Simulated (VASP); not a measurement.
# Au (Fm-3m) in VASP: notebook

Aim: see how the results for Au move with the level of theory and the settings. Levels: LDA, PBE, PBEsol. Tasks: single point.

All numbers are computed with VASP 6.6.1; they aren't measurements. Logs are shortened: lines on timing, memory, paths and dates and some standing lists are left out, and cuts for length are marked.

**1. The cell of the first run**

Symmetry: Fm-3m, No. 225, cubic system. The conventional cell has a = 4.232 Å, b = 4.232 Å, c = 4.232 Å, α = 90.00°, β = 90.00°, γ = 90.00°. Within 3.9 Å of Au (site symmetry m-3m) lie 12 Au at 2.99 Å.

**2. Single point, LDA**

INCAR reads:

```
PREC = Accurate
ENCUT = 520
EDIFF = 1E-6
ISMEAR = -1
SIGMA = 0.06
LREAL = False
LASPH = True
NELM = 60
ALGO = Normal
ISIF = 2
LWAVE = False
LCHARG = True
LELF = True
LVHAR = True
NBANDS = 12
```

KPOINTS reads:

```
regular mesh
0
Gamma
  12 12 12
```

POSCAR reads:

```
Au
1.0
    0.0000000000      2.1161740000      2.1161740000
    2.1161740000      0.0000000000      2.1161740000
    2.1161740000      2.1161740000      0.0000000000
Au
1
Direct
    0.0000000000      0.0000000000      0.0000000000
```

Potentials or basis: VASP PAW LDA potentials, release 64 (Au).

Started as:

```sh
$ cat potpaw_LDA.64/Au/POTCAR > POTCAR
$ mpirun -np 1 vasp_std > vasp.out
```

OUTCAR:

```text
PREC = Accurate
   ENCUT = 520
   EDIFF = 1E-6
   ISMEAR = -1
   LREAL = False
   LASPH = True
   NELM = 60
   ISIF = 2

 ion  position               nearest neighbor table
   1  0.000  0.000  0.000-

  LATTYP: Found a face centered cubic cell.
 ALAT       =     4.2323480000

  Lattice vectors:

 A1 = (   0.0000000000,   2.1161740000,   2.1161740000)
 A2 = (   2.1161740000,   0.0000000000,   2.1161740000)
 A3 = (   2.1161740000,   2.1161740000,   0.0000000000)

Analysis of symmetry for initial positions (statically):
=====================================================================
 Subroutine PRICEL returns:
 Original cell was already a primitive cell.

 Routine SETGRP: Setting up the symmetry group for a
 face centered cubic supercell.

 Subroutine GETGRP returns: Found 48 space group operations
 (whereof 48 operations were pure point group operations)
 out of a pool of 48 trial point group operations.

The static configuration has the point symmetry O_h .

Analysis of symmetry for dynamics (positions and initial velocities):
=====================================================================
 Subroutine PRICEL returns:
 Original cell was already a primitive cell.

 Routine SETGRP: Setting up the symmetry group for a
 face centered cubic supercell.

 Subroutine GETGRP returns: Found 48 space group operations
 (whereof 48 operations were pure point group operations)
 out of a pool of 48 trial point group operations.

The dynamic configuration has the point symmetry O_h .

 Subroutine INISYM returns: Found 48 space group operations
 (whereof 48 operations are pure point group operations),
 and found     1 'primitive' translations

----------------------------------------------------------------------------------------

                                     Primitive cell

  volume of cell :      18.9533

  direct lattice vectors                    reciprocal lattice vectors
     0.000000000  2.116174000  2.116174000    -0.236275467  0.236275467  0.236275467
     2.116174000  0.000000000  2.116174000     0.236275467 -0.236275467  0.236275467
     2.116174000  2.116174000  0.000000000     0.236275467  0.236275467 -0.236275467

  length of vectors
     2.992721971  2.992721971  2.992721971     0.409241113  0.409241113  0.409241113

  position of ions in fractional coordinates (direct lattice)
     0.000000000  0.000000000  0.000000000

  ion indices of the primitive-cell ions
   primitive index   ion index
                 1           1

----------------------------------------------------------------------------------------

 KPOINTS: regular mesh

Automatic generation of k-mesh.
 Grid dimensions read from file:
 generate k-points for:   12   12   12

 Generating k-lattice:

  Cartesian coordinates                     Fractional coordinates (reciprocal lattice)
    -0.019689622  0.019689622  0.019689622     0.083333333  0.000000000  0.000000000
     0.019689622 -0.019689622  0.019689622     0.000000000  0.083333333  0.000000000
     0.019689622  0.019689622 -0.019689622     0.000000000  0.000000000  0.083333333

  Length of vectors
     0.034103426  0.034103426  0.034103426

  Shift w.r.t. Gamma in fractional coordinates (k-lattice)
     0.000000000  0.000000000  0.000000000

 Subroutine IBZKPT returns following result:
 ===========================================

 Found     72 irreducible k-points:

 Following reciprocal coordinates:
            Coordinates               Weight
  0.000000  0.000000  0.000000      1.000000
  0.083333  0.000000  0.000000      8.000000
  0.166667  0.000000  0.000000      8.000000
  0.250000  0.000000  0.000000      8.000000
  0.333333  0.000000  0.000000      8.000000
  0.416667  0.000000  0.000000      8.000000
[... 16 lines left out ...]
  0.500000  0.166667  0.000000     24.000000
 -0.416667  0.166667  0.000000     24.000000
 [... further k-points ...]
   k-points           NKPTS =     72   k-points in BZ     NKDIM =     72   number of bands    NBANDS=     12
   number of dos      NEDOS =    301   number of ions     NIONS =      1
   total plane-waves  NPLWV =  13824
   dimension x,y,z NGX =    24 NGY =   24 NGZ =   24
   dimension x,y,z NGXF=    48 NGYF=   48 NGZF=   48
   ions per type =               1
   NGX,Y,Z   is equivalent  to a cutoff of  13.33, 13.33, 13.33 a.u.
   NGXF,Y,Z  is equivalent  to a cutoff of  26.66, 26.66, 26.66 a.u.
 SYSTEM =  unknown system
   PREC   = accura    normal or accurate (medium, high low for compatibility)
   ISTART =      0    job   : 0-new  1-cont  2-samecut
   ICHARG =      2    charge: 1-file 2-atom 10-const
   ISPIN  =      1    spin polarized calculation?
   LNONCOLLINEAR =      F non collinear calculations
   LSORBIT =      F    spin-orbit coupling
   LASPH  =      T    aspherical Exc in radial PAW
   ENCUT  =  520.0 eV  38.22 Ry    6.18 a.u.   5.56  5.56  5.56*2*pi/ulx,y,z
   NELM   =     60;   NELMIN=  2; NELMDL= -5     # of ELM steps
   EDIFF  = 0.1E-05   stopping-criterion for ELM
   LREAL  =      F    real-space projection
   EDIFFG = 0.1E-04   stopping-criterion for IOM
   NSW    =      0    number of steps for IOM
   IBRION =     -1    ionic relax: 0-MD 1-quasi-New 2-CG
   NFREE  =      0    steps in history (QN), initial steepest desc. (CG)
   ISIF   =      2    stress and relaxation
   ISYM   =      2    0-nonsym 1-usesym 2-fastsym
   POTIM  = 0.5000    time-step for ionic-motion
   TEBEG  =    0.0;   TEEND  =   0.0 temperature during run
   PSTRESS=    0.0 pullay stress
   NELECT =      11.0000    total number of electrons
   NUPDOWN=      -1.0000    fix difference up-down
   EMIN   =  10.00;   EMAX   =-10.00  energy-range for DOS
   EFERMI =   0.00;   METHOD = LEGACY
   ISMEAR =    -1;   SIGMA  =   0.06  broadening in eV -4-tet -1-fermi 0-gaus
   EFERMI_NEDOS =   21; number of points for ismear=-14 and -15
   IALGO  =     38    algorithm
   IMIX   =      4    mixing-type and parameters
     AMIX     =   0.40;   BMIX     =  1.00
     AMIX_MAG =   1.60;   BMIX_MAG =  1.00
  volume/ion in A,a.u.               =      18.95       127.90
  Fermi-wavevector in a.u.,A,eV,Ry     =   1.365561  2.580536 25.371547  1.864756
  Thomas-Fermi vector in A             =   2.491778
   LORBIT       =      0    0 simple, 1 ext, 2 COOP (PROOUT), +10 PAW based schemes
   GGA     = CA    functional components
   LHFCALC =     F    Hartree Fock is set to
   AEXX    =    0.0000 exact exchange contribution
   IVDW    =     0    specifies the selected vdW correction
   LEPSILON=     F    determine dielectric tensor
   LRPA    =     F    only Hartree local field effects (RPA)
 non-spin polarized calculation
  energy-cutoff  :      520.00
  volume of cell :       18.95
 maximum number of plane-waves:       532
 NGX is ok and might be reduce to    24
   NGX = 11   NGY = 11   NGZ = 11

 number of electron      10.9999999 magnetization

 Free energy of the ion-electron system (eV)
  ---------------------------------------------------
  ext. energy  EPLUGINS =         0.00000000
  ---------------------------------------------------
  free energy    TOTEN  =        -4.29476464 eV

  energy without entropy =       -4.29002233  energy(sigma->0) =       -4.29239349

 E-fermi :   7.5144     XC(G=0): -12.3756

 val. band max:        7.3925455761   @ k =   0.5000   0.3333   0.1667
 cond. band min:       7.5816386617   @ k =   0.5000   0.2500   0.0833
 fundamental gap:      0.1890930856
 Fermi energy:         7.5144199319

 k-point     1 :       0.0000    0.0000    0.0000
  band No.  band energies     occupation
      1      -1.2571      2.00000
      2       3.4132      2.00000
      3       3.4132      2.00000
      4       3.4132      2.00000
      5       4.6890      2.00000
      6       4.6890      2.00000
      7      22.1695      0.00000
      8      25.5041      0.00000
      9      25.5041      0.00000
     10      25.5041      0.00000
     11      30.2174      0.00000
     12      33.7239      0.00000

 k-point     2 :       0.0833    0.0000    0.0000
  band No.  band energies     occupation
      1      -1.0380      2.00000
      2       3.3522      2.00000
      3       3.4822      2.00000
      4       3.4822      2.00000
      5       4.6615      2.00000
      6       4.6615      2.00000
      7      22.3605      0.00000
      8      24.1049      0.00000
      9      25.7113      0.00000
     10      25.7113      0.00000
     11      30.6332      0.00000
     12      32.4948      0.00000

 k-point     3 :       0.1667    0.0000    0.0000
  band No.  band energies     occupation
      1      -0.4220      2.00000
      2       3.2401      2.00000
      3       3.6221      2.00000
      4       3.6221      2.00000
      5       4.6507      2.00000
      6       4.6507      2.00000
      7      21.1067      0.00000
      8      23.1015      0.00000
      9      26.1779      0.00000
     10      26.1779      0.00000
     11      28.8548      0.00000
     12      30.7746      0.00000
[... 286 lines left out ...]
 k-point    23 :       0.5000    0.1667    0.0000
  band No.  band energies     occupation
      1       1.6886      2.00000
      2       3.1059      2.00000
      3       3.8804      2.00000
      4       4.0257      2.00000
      5       5.7244      2.00000
      6       8.1903      0.00003
      7      11.2900      0.00000
      8      20.4475      0.00000
      9      21.9302      0.00000
     10      22.9255      0.00000
     11      31.5798      0.00000
     12      31.9789      0.00000

 k-point    24 :      -0.4167    0.1667    0.0000
  band No.  band energies     occupation
      1       1.7258      2.00000
      2       3.1031      2.00000
      3       3.8273      2.00000
      4       4.2624      2.00000
      5       5.5097      2.00000
      6       8.7600      0.00000
      7      10.6766      0.00000
      8      19.6667      0.00000
      9      22.8011      0.00000
     10      22.8298      0.00000
     11      31.0557      0.00000
     12      31.6070      0.00000

 [... further k-points ...]
[... 5 lines left out ...]
  --------------------------------------------------------------------------------------
  -------------------------------------------------------------------------------------
  Total       -2.0238595     -2.0238595     -2.0238595      0.0000000      0.0000000      0.0000000
  in kB     -171.0829886   -171.0829886   -171.0829886      0.0000000      0.0000000      0.0000000
  external PRESSURE =    -171.0829886 kB  Pullay stress =       0.0000000 kB

 VOLUME and BASIS-vectors are now :
 -----------------------------------------------------------------------------
  energy-cutoff  :      520.00
  volume of cell :       18.95
      direct lattice vectors                 reciprocal lattice vectors
     0.000000000  2.116174000  2.116174000    -0.236275467  0.236275467  0.236275467
     2.116174000  0.000000000  2.116174000     0.236275467 -0.236275467  0.236275467
     2.116174000  2.116174000  0.000000000     0.236275467  0.236275467 -0.236275467

 POSITION                                       TOTAL-FORCE (eV/Angst)
 -----------------------------------------------------------------------------------
      0.00000      0.00000      0.00000         0.000000     -0.000000     -0.000000
 -----------------------------------------------------------------------------------
    total drift:                               -0.000000      0.000000     -0.000000

  FREE ENERGIE OF THE ION-ELECTRON SYSTEM (eV)
  ---------------------------------------------------
  free  energy   TOTEN  =        -4.2947646391 eV

  energy  without entropy=       -4.2900223337  energy(sigma->0) =       -4.29239349
```

Wall time 6.5 s (1 thread of Intel Xeon 6975P-C (Granite Rapids), shared host); peak memory 0.13 GiB.

Results:

```
Free energy : -4.2948 eV
Pressure    : -17.1 GPa
```

Caveat: spin-orbit coupling is left out, which moves the levels of the heavy elements.

**3. Single point, PBE**

INCAR reads:

```
SYSTEM = Au
PREC = Accurate
ENCUT = 520
EDIFF = 1E-7
ISMEAR = -1
SIGMA = 0.06
LREAL = .False.
LASPH = .True.
NELM = 100
ALGO = Normal
ISIF = 2
LWAVE = .False.
LCHARG = .False.
GGA = PE
NBANDS = 12
```

KPOINTS reads:

```
Automatic mesh
0
Gamma
  12 12 12
  0 0 0
```

POSCAR is that of step 2.

Potentials or basis: VASP PAW PBE potentials, release 64 (Au).

Started as:

```sh
$ cat potpaw_PBE.64/Au/POTCAR > POTCAR
$ mpirun -np 1 vasp_std > vasp.out
```

OUTCAR:

```text
SYSTEM = Au
   PREC = Accurate
   ENCUT = 520
   EDIFF = 1E-7
   ISMEAR = -1
   LREAL = .False.
   LASPH = .True.
   NELM = 100
   ISIF = 2
   GGA = PE

 ion  position               nearest neighbor table
   1  0.000  0.000  0.000-

  LATTYP: Found a face centered cubic cell.
 ALAT       =     4.2323480000

  Lattice vectors:

 A1 = (   0.0000000000,   2.1161740000,   2.1161740000)
 A2 = (   2.1161740000,   0.0000000000,   2.1161740000)
 A3 = (   2.1161740000,   2.1161740000,   0.0000000000)

Analysis of symmetry for initial positions (statically):
=====================================================================
 Subroutine PRICEL returns:
 Original cell was already a primitive cell.

 Routine SETGRP: Setting up the symmetry group for a
 face centered cubic supercell.

 Subroutine GETGRP returns: Found 48 space group operations
 (whereof 48 operations were pure point group operations)
 out of a pool of 48 trial point group operations.

The static configuration has the point symmetry O_h .

Analysis of symmetry for dynamics (positions and initial velocities):
=====================================================================
 Subroutine PRICEL returns:
 Original cell was already a primitive cell.

 Routine SETGRP: Setting up the symmetry group for a
 face centered cubic supercell.

 Subroutine GETGRP returns: Found 48 space group operations
 (whereof 48 operations were pure point group operations)
 out of a pool of 48 trial point group operations.

The dynamic configuration has the point symmetry O_h .

 Subroutine INISYM returns: Found 48 space group operations
 (whereof 48 operations are pure point group operations),
 and found     1 'primitive' translations

----------------------------------------------------------------------------------------

                                     Primitive cell

  volume of cell :      18.9533

  direct lattice vectors                    reciprocal lattice vectors
[... 106 lines left out ...]
  volume/ion in A,a.u.               =      18.95       127.90
  Fermi-wavevector in a.u.,A,eV,Ry     =   1.365561  2.580536 25.371547  1.864756
  Thomas-Fermi vector in A             =   2.491778
   LORBIT       =      0    0 simple, 1 ext, 2 COOP (PROOUT), +10 PAW based schemes
   GGA     = PE    functional components
   LHFCALC =     F    Hartree Fock is set to
   AEXX    =    0.0000 exact exchange contribution
   IVDW    =     0    specifies the selected vdW correction
   LEPSILON=     F    determine dielectric tensor
   LRPA    =     F    only Hartree local field effects (RPA)
 non-spin polarized calculation
  energy-cutoff  :      520.00
  volume of cell :       18.95
 maximum number of plane-waves:       532
 NGX is ok and might be reduce to    24
   NGX = 11   NGY = 11   NGZ = 11

 number of electron      10.9999999 magnetization

 Free energy of the ion-electron system (eV)
  ---------------------------------------------------
  ext. energy  EPLUGINS =         0.00000000
  ---------------------------------------------------
  free energy    TOTEN  =        -3.19408706 eV

  energy without entropy =       -3.18950163  energy(sigma->0) =       -3.19179434

 E-fermi :   7.7483     XC(G=0): -12.0871

 val. band max:        7.6211745817   @ k =   0.5000   0.3333   0.1667
 cond. band min:       7.8135296945   @ k =   0.5000   0.2500   0.0833
 fundamental gap:      0.1923551127
 Fermi energy:         7.7483222801

 k-point     1 :       0.0000    0.0000    0.0000
  band No.  band energies     occupation
      1      -0.9824      2.00000
      2       3.6424      2.00000
      3       3.6424      2.00000
      4       3.6424      2.00000
      5       4.8961      2.00000
      6       4.8961      2.00000
      7      22.4147      0.00000
      8      25.8003      0.00000
      9      25.8003      0.00000
     10      25.8003      0.00000
     11      30.3845      0.00000
     12      33.9681      0.00000
[... 331 lines left out ...]
 k-point    24 :      -0.4167    0.1667    0.0000
  band No.  band energies     occupation
      1       1.9744      2.00000
      2       3.3284      2.00000
      3       4.0466      2.00000
      4       4.4894      2.00000
      5       5.7148      2.00000
      6       9.0042      0.00000
      7      10.9244      0.00000
      8      19.9331      0.00000
      9      23.0471      0.00000
     10      23.1394      0.00000
     11      31.3003      0.00000
     12      31.8736      0.00000

 [... further k-points ...]
[... 5 lines left out ...]
  --------------------------------------------------------------------------------------
  -------------------------------------------------------------------------------------
  Total       -0.7484402     -0.7484402     -0.7484402      0.0000000      0.0000000      0.0000000
  in kB      -63.2679238    -63.2679238    -63.2679238      0.0000000      0.0000000      0.0000000
  external PRESSURE =     -63.2679238 kB  Pullay stress =       0.0000000 kB

 VOLUME and BASIS-vectors are now :
 -----------------------------------------------------------------------------
  energy-cutoff  :      520.00
  volume of cell :       18.95
      direct lattice vectors                 reciprocal lattice vectors
     0.000000000  2.116174000  2.116174000    -0.236275467  0.236275467  0.236275467
     2.116174000  0.000000000  2.116174000     0.236275467 -0.236275467  0.236275467
     2.116174000  2.116174000  0.000000000     0.236275467  0.236275467 -0.236275467

 POSITION                                       TOTAL-FORCE (eV/Angst)
 -----------------------------------------------------------------------------------
      0.00000      0.00000      0.00000         0.000000      0.000000      0.000000
 -----------------------------------------------------------------------------------
    total drift:                                0.000000      0.000000     -0.000000

  FREE ENERGIE OF THE ION-ELECTRON SYSTEM (eV)
  ---------------------------------------------------
  free  energy   TOTEN  =        -3.1940870600 eV

  energy  without entropy=       -3.1895016267  energy(sigma->0) =       -3.19179434
```

stdout:

```text
POSCAR found type information on POSCAR Au
 POSCAR found :  1 types and       1 ions
 scaLAPACK will be used
 LDA part: xc-table for (Slater+PW92), standard interpolation
 POSCAR, INCAR and KPOINTS ok, starting setup
 FFT: planning ... GRIDC
 FFT: planning ... GRID_SOFT
 FFT: planning ... GRID
 WAVECAR not read
 entering main loop
```

Wall time 7.8 s (1 thread of Intel Xeon 6975P-C (Granite Rapids), shared host); peak memory 0.15 GiB.

What came out:

```
Free energy : -3.1941 eV
Pressure    : -6.3 GPa
```

Caveat: spin-orbit coupling is left out, which moves the levels of the heavy elements.

**4. Single point, PBEsol**

INCAR reads:

```
SYSTEM = Au
  ALGO = Normal
  EDIFF = 1E-6
  ENCUT = 520
  GGA = PS
  ISIF = 2
  ISMEAR = -1
  LASPH = .True.
  LCHARG = .False.
  LREAL = .False.
  LWAVE = .False.
  NBANDS = 12
  NELM = 80
  PREC = Accurate
  SIGMA = 0.06
```

KPOINTS reads:

```
k-points
0
Gamma
  12 12 12
  0 0 0
```

POSCAR is that of step 3.

Started as:

```sh
$ cat potpaw_PBE.64/Au/POTCAR > POTCAR
$ mpirun -np 1 vasp_std > vasp.out
```

It took 7.2 s on 1 thread of Intel Xeon 6975P-C (Granite Rapids), shared host; peak memory 0.15 GiB.

Results (log left out):

```yaml
Free_energy: -3.8229 eV
Pressure: -13.7 GPa
```

Levels at points of the mesh, in eV from the Fermi level:
```
           k point  band 4  band 5  band 6  band 7  band 8  band 9
(0.00, 0.00, 0.00)   -4.08   -2.81   -2.81   14.65   18.03   18.03
(0.50, 0.00, 0.00)   -1.81   -1.81   -0.48    2.59   14.07   16.34
(0.50, 0.50, 0.00)   -1.55   -1.55    1.32    5.00    9.71    9.71
```

Caveat: the PAW data sets were made with another functional, which shifts forces and pressure a little; spin-orbit coupling is left out, which moves the levels of the heavy elements.

**5. Overview**

```tsv
level	potentials or basis	gap on the mesh (eV)	pressure (GPa)
LDA	VASP PAW LDA potentials, release 64 (Au)	none	-17.1
PBE	VASP PAW PBE potentials, release 64 (Au)	none	-6.3
PBEsol	VASP PAW PBE potentials, release 64 (Au)	none	-13.7
```

Alike in all rows: task single point; no spin polarisation; cell as given; k mesh 12 × 12 × 12; cutoff (eV) 520; smearing fermi-dirac 0.06 eV.

Caveats: spin-orbit coupling is left out, which moves the levels of the heavy elements; the PAW data sets were made with another functional, which shifts forces and pressure a little (some runs).

Absolute energies hang on the potentials; compare differences alone.
